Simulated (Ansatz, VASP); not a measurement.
## Ga5Sb5H18 in VASP and in Ansatz

```xyz
28
Lattice="16.2000 0.0000 0.0000 0.0000 16.3000 0.0000 0.0000 0.0000 16.6000" Properties=species:S:1:pos:R:3 pbc="T T T"
Sb    8.4002    6.7236    9.9658
Sb    8.4001    9.8157    6.8738
Sb    5.7664    6.4803    6.6304
Sb   10.5172    6.3222    6.4723
Sb   10.9009   10.0119   10.1619
Ga    6.9202    8.3310    8.4812
Ga    9.3427    4.7697    8.3629
Ga    9.7785   11.6566    8.3205
Ga    9.3428    8.2129    4.9199
Ga    9.7785    8.1706   11.8066
H     7.1734    5.9393   10.8705
H     5.5217    8.8365    8.9866
H     7.1734   10.7204    6.0893
H     8.0848    4.1733    7.6393
H    10.4340    3.9225    9.0802
H     8.7191   12.4981    9.0958
H    10.9195   12.2161    7.4185
H     6.5557    5.4153    5.5649
H     4.6768    5.3326    7.2792
H     4.6767    7.1294    5.4830
H    11.4158    5.2923    5.4422
H    11.8843    7.0496    7.1998
H     8.0850    7.4894    4.3232
H    10.4340    8.9304    4.0727
H     8.7190    8.9459   12.6480
H    10.9196    7.2688   12.3663
H    11.8694   11.0099   11.1598
H    12.2195    9.2409    9.3908
```

Alike in both runs: functional PBE; k mesh 1 × 1 × 1; occupations gaussian, width 0.05 eV; no spin polarisation.

Ansatz relaxed the structure, and its values are those at the end. VASP's run is a single point on that final structure, the one shown.

```csv
,VASP,Ansatz
version,VASP 6.6.1,Ansatz 0.2.0
potentials or method,"VASP PAW PBE potentials, release 64 (Sb, Ga_d, H), cutoff 520 eV","scalar-relativistic, plane waves, PAW"
valence electrons in the cell,108,158
```

|  | VASP | Ansatz | Ansatz less VASP |
| --- | --- | --- | --- |
| gap on the k mesh at the Fermi level (eV) | 3.60 | 3.60 | 0.000 |
| rms of the force components (eV/Å) | 0.049 | 0.007 | -0.0425 |

VASP's potentials hold 108 valence electrons a cell and Ansatz's 158, so a difference there can come from the potentials and not from the codes. Ansatz's warnings: xc potential rough in thin density.

Spin-orbit coupling is off throughout.
